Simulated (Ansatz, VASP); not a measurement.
## One calculation of Mn, two programs

```xyz
2
Lattice="2.4509 0.0000 0.0000 -1.2255 2.1226 0.0000 0.0000 0.0000 3.9746" Properties=species:S:1:pos:R:3 pbc="T T T"
Mn    0.0000    1.4151    0.9937
Mn    1.2255    0.7075    2.9810
```

Alike in both runs: functional PBEsol; k mesh 12 × 12 × 6; occupations gaussian, width 0.1 eV; no spin polarisation.

Ansatz relaxed the structure, and its values are those at the end. VASP's run is a single point on that final structure, the one shown.

```csv
,VASP,Ansatz
version,VASP 6.6.1,Ansatz 0.2.0
potentials or method,"VASP PAW PBE potentials, release 64 (Mn_pv), cutoff 500 eV","scalar-relativistic, plane waves, PAW"
valence electrons in the cell,26,30
```

|  | VASP | Ansatz | Ansatz less VASP |
| --- | --- | --- | --- |
| gap on the k mesh at the Fermi level (eV) | none | none | - |
| pressure (GPa) | -0.6 | -0.4 | +0.22 |

VASP's potentials were made for PBE, not for PBEsol. A gap of «none» marks a metal or a gap that the smearing closes. With one functional, cell and mesh, what is left measures potentials, basis and numerics. VASP's potentials hold 26 valence electrons a cell and Ansatz's 30, so a difference there can come from the potentials and not from the codes.
